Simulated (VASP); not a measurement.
# Ta4HN4 in VASP: single point with r2SCAN

Aim: the single point of Ta4HN4 with r2SCAN.

Program: VASP 6.6.1. These are calculated values, not measurements. Logs are shortened: lines on timing, memory, paths and dates and some standing lists are left out, and cuts for length are marked.

### 1 The cell of the first run

The cell holds a slab with vacuum, 9 atoms: a = 3.109 Å, b = 3.109 Å, c = 25.595 Å, α = 90.00°, β = 90.00°, γ = 90.00°.

### 2 Single point, r2SCAN

Input file POSCAR:

```
Ta4HN4
1.0
    3.1088180366      0.0000000000      0.0000000000
    0.0000000000      3.1088180366      0.0000000000
    0.0000000000      0.0000000000     25.5947989454
Ta N H
4 4 1
Direct
    0.0000000000      0.0000000000      0.3320987212
    0.5000000000      0.5000000000      0.4179859485
    0.0000000000      0.0000000000      0.5042198198
    0.5000000000      0.5000000000      0.6028469573
    0.5000000000      0.5000000000      0.3320987212
    0.0000000000      0.0000000000      0.4179859485
    0.5000000000      0.5000000000      0.5147520198
    0.0000000000      0.0000000000      0.5855908580
    1.0000000000      0.5000000000      0.6539499484
```

Input file INCAR.step1:

```
PREC = Accurate ; ENCUT = 520
ISMEAR = 0 ; SIGMA = 0.1
LREAL = F ; LASPH = T
NELM = 80 ; LDIPOL = T
IDIPOL = 3 ; DIPOL = 0.5 0.5 0.485
NBANDS = 42 ; GGA = PE
ALGO = Normal ; EDIFF = 1E-4
LWAVE = T ; LCHARG = F
```

Input file INCAR.step2:

```
PREC = Accurate ; ENCUT = 520
EDIFF = 1E-6 ; ISMEAR = 0
SIGMA = 0.1 ; LREAL = F
LASPH = T ; NELM = 80
ALGO = Normal ; ISIF = 2
LWAVE = F ; LCHARG = F
LDIPOL = T ; IDIPOL = 3
DIPOL = 0.5 0.5 0.485 ; METAGGA = R2SCAN
LMIXTAU = T ; NBANDS = 42
ISTART = 1
```

Input file KPOINTS:

```
Automatic mesh
0
Gamma
  9 9 1
```

Potentials or basis: VASP PAW PBE potentials, release 64 (Ta_pv, N, H).

Run with:

```console
> cat potpaw_PBE.64/Ta_pv/POTCAR potpaw_PBE.64/N/POTCAR potpaw_PBE.64/H/POTCAR > POTCAR
> cp INCAR.step1 INCAR
> mpirun -np 1 vasp_std > vasp.out
> cp INCAR.step2 INCAR
> mpirun -np 1 vasp_std > vasp.out
```

OUTCAR:

```text
PREC = Accurate
   ENCUT = 520
   EDIFF = 1E-6
   ISMEAR = 0
   LREAL = F
   LASPH = T
   NELM = 80
   ISIF = 2
   METAGGA = R2SCAN
   ISTART = 1

 ion  position               nearest neighbor table
   1  0.000  0.000  0.332-   6 2.20   5 2.20   5 2.20   5 2.20   5 2.20   2 3.11   2 3.11   2 3.11
                             2 3.11
   2  0.500  0.500  0.418-   5 2.20   6 2.20   6 2.20   6 2.20   6 2.20   7 2.48   1 3.11   1 3.11
                             1 3.11   1 3.11   3 3.12   3 3.12   3 3.12   3 3.12
   3  0.000  0.000  0.504-   8 2.08   6 2.21   7 2.21   7 2.21   7 2.21   7 2.21   2 3.12   2 3.12
                             2 3.12   2 3.12   4 3.35   4 3.35   4 3.35   4 3.35
   4  0.500  0.500  0.603-   9 2.03   9 2.03   8 2.24   8 2.24   8 2.24   8 2.24   7 2.25   3 3.35
                             3 3.35   3 3.35   3 3.35
   5  0.500  0.500  0.332-   2 2.20   1 2.20   1 2.20   1 2.20   1 2.20
   6  0.000  0.000  0.418-   1 2.20   2 2.20   2 2.20   2 2.20   2 2.20   3 2.21
   7  0.500  0.500  0.515-   3 2.21   3 2.21   3 2.21   3 2.21   4 2.25   2 2.48
   8  0.000  0.000  0.586-   3 2.08   4 2.24   4 2.24   4 2.24   4 2.24
   9  0.000  0.500  0.654-   4 2.03   4 2.03

  LATTYP: Found a simple tetragonal cell.
 ALAT       =     3.1088180366
 C/A-ratio  =     8.2329678495

  Lattice vectors:

 A1 = (   3.1088180366,   0.0000000000,   0.0000000000)
 A2 = (   0.0000000000,   3.1088180366,   0.0000000000)
 A3 = (   0.0000000000,   0.0000000000,  25.5947989454)

Analysis of symmetry for initial positions (statically):
=====================================================================
 Subroutine PRICEL returns:
 Original cell was already a primitive cell.

 Routine SETGRP: Setting up the symmetry group for a
 simple tetragonal supercell.

 Subroutine GETGRP returns: Found  4 space group operations
 (whereof  4 operations were pure point group operations)
 out of a pool of 16 trial point group operations.

The static configuration has the point symmetry C_2v.

Analysis of symmetry for dynamics (positions and initial velocities):
=====================================================================
 Subroutine PRICEL returns:
 Original cell was already a primitive cell.

 Routine SETGRP: Setting up the symmetry group for a
 simple tetragonal supercell.

 Subroutine GETGRP returns: Found  4 space group operations
 (whereof  4 operations were pure point group operations)
 out of a pool of 16 trial point group operations.

The dynamic configuration has the point symmetry C_2v.

 Subroutine INISYM returns: Found  4 space group operations
 (whereof  4 operations are pure point group operations),
 and found     1 'primitive' translations

----------------------------------------------------------------------------------------

                                     Primitive cell

  volume of cell :     247.3673

  direct lattice vectors                    reciprocal lattice vectors
     3.108818037  0.000000000  0.000000000     0.321665658  0.000000000  0.000000000
     0.000000000  3.108818037  0.000000000     0.000000000  0.321665658  0.000000000
     0.000000000  0.000000000 25.594798945     0.000000000  0.000000000  0.039070438

  length of vectors
     3.108818037  3.108818037 25.594798945     0.321665658  0.321665658  0.039070438

  position of ions in fractional coordinates (direct lattice)
     0.000000000  0.000000000  0.332098721
     0.500000000  0.500000000  0.417985948
     0.000000000  0.000000000  0.504219820
     0.500000000  0.500000000  0.602846957
     0.500000000  0.500000000  0.332098721
     0.000000000  0.000000000  0.417985948
     0.500000000  0.500000000  0.514752020
     0.000000000  0.000000000  0.585590858
     0.000000000  0.500000000  0.653949948

  ion indices of the primitive-cell ions
   primitive index   ion index
                 1           1
                 2           2
                 3           3
                 4           4
                 5           5
                 6           6
                 7           7
                 8           8
                 9           9

----------------------------------------------------------------------------------------

 KPOINTS: Automatic mesh

Automatic generation of k-mesh.
 Grid dimensions read from file:
 generate k-points for:    9    9    1

 Generating k-lattice:

  Cartesian coordinates                     Fractional coordinates (reciprocal lattice)
     0.035740629  0.000000000  0.000000000     0.111111111  0.000000000  0.000000000
     0.000000000  0.035740629  0.000000000     0.000000000  0.111111111  0.000000000
     0.000000000  0.000000000  0.039070438     0.000000000  0.000000000  1.000000000

  Length of vectors
     0.035740629  0.035740629  0.039070438

  Shift w.r.t. Gamma in fractional coordinates (k-lattice)
     0.000000000  0.000000000  0.000000000

 Subroutine IBZKPT returns following result:
 ===========================================

 Found     25 irreducible k-points:

 Following reciprocal coordinates:
            Coordinates               Weight
  0.000000  0.000000  0.000000      1.000000
  0.111111  0.000000  0.000000      2.000000
  0.000000  0.111111  0.000000      2.000000
  0.222222  0.000000  0.000000      2.000000
  0.000000  0.222222  0.000000      2.000000
  0.333333  0.000000  0.000000      2.000000
[... 16 lines left out ...]
  0.444444  0.333333  0.000000      4.000000
 -0.333333  0.444444  0.000000      4.000000
   k-points           NKPTS =     25   k-points in BZ     NKDIM =     25   number of bands    NBANDS=     42
   number of dos      NEDOS =    301   number of ions     NIONS =      9
   total plane-waves  NPLWV = 110592
   dimension x,y,z NGX =    24 NGY =   24 NGZ =  192
   dimension x,y,z NGXF=    48 NGYF=   48 NGZF=  384
   ions per type =               4   4   1
   NGX,Y,Z   is equivalent  to a cutoff of  12.83, 12.83, 12.47 a.u.
   NGXF,Y,Z  is equivalent  to a cutoff of  25.67, 25.67, 24.94 a.u.
 SYSTEM =  unknown system
   PREC   = accura    normal or accurate (medium, high low for compatibility)
   ISTART =      1    job   : 0-new  1-cont  2-samecut
   ICHARG =      0    charge: 1-file 2-atom 10-const
   ISPIN  =      1    spin polarized calculation?
   LNONCOLLINEAR =      F non collinear calculations
   LSORBIT =      F    spin-orbit coupling
   LASPH  =      T    aspherical Exc in radial PAW
   ENCUT  =  520.0 eV  38.22 Ry    6.18 a.u.   5.78  5.78 47.59*2*pi/ulx,y,z
   NELM   =     80;   NELMIN=  2; NELMDL=  0     # of ELM steps
   EDIFF  = 0.1E-05   stopping-criterion for ELM
   LREAL  =      F    real-space projection
   EDIFFG = 0.1E-04   stopping-criterion for IOM
   NSW    =      0    number of steps for IOM
   IBRION =     -1    ionic relax: 0-MD 1-quasi-New 2-CG
   NFREE  =      0    steps in history (QN), initial steepest desc. (CG)
   ISIF   =      2    stress and relaxation
   ISYM   =      2    0-nonsym 1-usesym 2-fastsym
   POTIM  = 0.5000    time-step for ionic-motion
   TEBEG  =    0.0;   TEEND  =   0.0 temperature during run
   PSTRESS=    0.0 pullay stress
   NELECT =      65.0000    total number of electrons
   NUPDOWN=      -1.0000    fix difference up-down
   EMIN   =  10.00;   EMAX   =-10.00  energy-range for DOS
   EFERMI =   0.00;   METHOD = LEGACY
   ISMEAR =     0;   SIGMA  =   0.10  broadening in eV -4-tet -1-fermi 0-gaus
   EFERMI_NEDOS =   21; number of points for ismear=-14 and -15
   IALGO  =     38    algorithm
   IMIX   =      4    mixing-type and parameters
     AMIX     =   0.40;   BMIX     =  1.00
     AMIX_MAG =   1.60;   BMIX_MAG =  1.00
  volume/ion in A,a.u.               =      27.49       185.48
  Fermi-wavevector in a.u.,A,eV,Ry     =   1.048573  1.981515 14.959667  1.099505
  Thomas-Fermi vector in A             =   2.183500
   LORBIT       =      0    0 simple, 1 ext, 2 COOP (PROOUT), +10 PAW based schemes
   METAGGA = R2SCAN    functional components
   LHFCALC =     F    Hartree Fock is set to
   AEXX    =    0.0000 exact exchange contribution
   IVDW    =     0    specifies the selected vdW correction
   LEPSILON=     F    determine dielectric tensor
   LRPA    =     F    only Hartree local field effects (RPA)
 non-spin polarized calculation
 Gauss-broadening in eV      SIGMA  =   0.10
  energy-cutoff  :      520.00
  volume of cell :      247.37
 maximum number of plane-waves:      6694
   NGX = 11   NGY = 11   NGZ = 95

 number of electron      65.0000005 magnetization

 dipolmoment           0.000000      0.000000      0.075712 electrons x Angstroem

 Free energy of the ion-electron system (eV)
  ---------------------------------------------------
  ext. energy  EPLUGINS =         0.00000000
  ---------------------------------------------------
  free energy    TOTEN  =      -240.16585953 eV

  energy without entropy =     -240.14226854  energy(sigma->0) =     -240.15406403

 E-fermi :   0.4626     XC(G=0):  -5.9553

 val. band max:        0.4240839579   @ k =   0.2222   0.1111   0.0000
 cond. band min:       0.4777020893   @ k =   0.3333   0.1111   0.0000
 fundamental gap:      0.0536181314
 Fermi energy:         0.4626127449

 k-point     1 :       0.0000    0.0000    0.0000
  band No.  band energies     occupation
      1     -37.1522      2.00000
      2     -37.0549      2.00000
      3     -36.8590      2.00000
      4     -36.7740      2.00000
      5     -36.7642      2.00000
      6     -36.6915      2.00000
[... 34 lines left out ...]
     41       2.3898      0.00000
     42       2.3987      0.00000
[... 994 lines left out ...]
      2     -37.1395      2.00000
      3     -37.0944      2.00000
      4     -36.9967      2.00000
      5     -36.9837      2.00000
      6     -36.9311      2.00000
[... 34 lines left out ...]
     41       3.8953      0.00000
     42       4.1024      0.00000

 [... further k-points ...]

------------------------ aborting loop because EDIFF is reached ----------------------------------------

 vacuum level on the upper side and lower side of the slab       (xc-potential included)         0.717        -0.669

  FORCE on cell =-STRESS in cart. coord.  units (eV):
  Direction    XX          YY          ZZ          XY          YZ          ZX
  --------------------------------------------------------------------------------------
  -------------------------------------------------------------------------------------
  Total      -14.1436749     -9.2627705     -1.9733094      0.0000000      0.0000000      0.0000000
  in kB      -91.6073922    -59.9941853    -12.7809589      0.0000000      0.0000000      0.0000000
  external PRESSURE =     -54.7941788 kB  Pullay stress =       0.0000000 kB

 VOLUME and BASIS-vectors are now :
 -----------------------------------------------------------------------------
  energy-cutoff  :      520.00
  volume of cell :      247.37
      direct lattice vectors                 reciprocal lattice vectors
     3.108818037  0.000000000  0.000000000     0.321665658  0.000000000  0.000000000
     0.000000000  3.108818037  0.000000000     0.000000000  0.321665658  0.000000000
     0.000000000  0.000000000 25.594798945     0.000000000  0.000000000  0.039070438

 POSITION                                       TOTAL-FORCE (eV/Angst)
 -----------------------------------------------------------------------------------
      0.00000      0.00000      8.50000         0.000000      0.000000      2.228759
      1.55441      1.55441     10.69827         0.000000      0.000000      0.399823
      0.00000      0.00000     12.90540         0.000000      0.000000     -0.038828
      1.55441      1.55441     15.42975         0.000000      0.000000      0.067240
      1.55441      1.55441      8.50000         0.000000      0.000000     -1.142711
      0.00000      0.00000     10.69827         0.000000      0.000000     -1.596360
      1.55441      1.55441     13.17497         0.000000      0.000000      0.045479
      0.00000      0.00000     14.98808         0.000000      0.000000      0.027541
      0.00000      1.55441     16.73772         0.000000      0.000000      0.009057
 -----------------------------------------------------------------------------------
    total drift:                                0.000000     -0.000000      0.008050

  FREE ENERGIE OF THE ION-ELECTRON SYSTEM (eV)
  ---------------------------------------------------
  free  energy   TOTEN  =      -240.1658595286 eV

  energy  without entropy=     -240.1422685365  energy(sigma->0) =     -240.15406403

 vacuum level on the upper side and lower side of the slab         5.517         4.084
```

Run time: 20 min. Hardware: 1 thread of AMD EPYC 9R45 (Zen 5), shared host; peak memory 0.47 GiB.

What came out:

| Item | Value |
| --- | --- |
| Free energy | -240.1659 eV |
| Largest force | 2.229 eV/Å |

Forces on the atoms (eV/Å):
```
Ta   0.000  0.000  2.229
Ta   0.000  0.000  0.400
Ta   0.000  0.000 -0.039
Ta   0.000  0.000  0.067
N    0.000  0.000 -1.143
N    0.000  0.000 -1.596
N    0.000  0.000  0.045
N    0.000  0.000  0.028
H    0.000  0.000  0.009
```

Caveat: the PAW data sets were made with another functional, which shifts forces and pressure a little; spin-orbit coupling is left out, which moves the levels of the heavy elements.
